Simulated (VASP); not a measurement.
Input of a VASP 6.6.1 run:

Contents of INCAR:

```
PREC     = Accurate       # precision mode
ENCUT    = 520            # plane-wave cutoff, eV
EDIFF    = 1E-7           # SCF threshold, eV
ISMEAR   = -1             # smearing method
SIGMA    = 0.02           # smearing width, eV
LREAL    = F              # projectors in reciprocal space
LASPH    = T              # aspherical terms in the spheres
NELM     = 80             # most SCF steps
ALGO     = Normal         # electronic algorithm
ISIF     = 2              # what is computed and relaxed
LWAVE    = F              # write WAVECAR
LCHARG   = F              # write CHGCAR
GGA      = PS             # functional
NBANDS   = 11             # bands
```

Contents of KPOINTS:

```
Automatic mesh
0
Gamma
  12 12 12
```

POSCAR

```
BN
1.0
    0.0000000000      1.7413578070      1.7413578070
    1.7413578070      0.0000000000      1.7413578070
    1.7413578070      1.7413578070      0.0000000000
B N
1 1
Direct
    0.0000000000      0.0000000000      0.0000000000
    0.5000000000      0.5000000000      0.5000000000
```

Potentials or basis: VASP PAW PBE potentials, release 64 (B, N).

Launch:

```bash
$ cat potpaw_PBE.64/B/POTCAR potpaw_PBE.64/N/POTCAR > POTCAR
$ mpirun -np 1 vasp_std > vasp.out
```

Q: What does it give for the pressure?

A: 0.3 GPa.

Q: What does it give for the band gap on the k mesh?

A: 1.29 eV, indirect (least direct gap 5.86 eV).

Caveat: the PAW data sets were made with another functional, which shifts forces and pressure a little. A k mesh can miss the band edges.
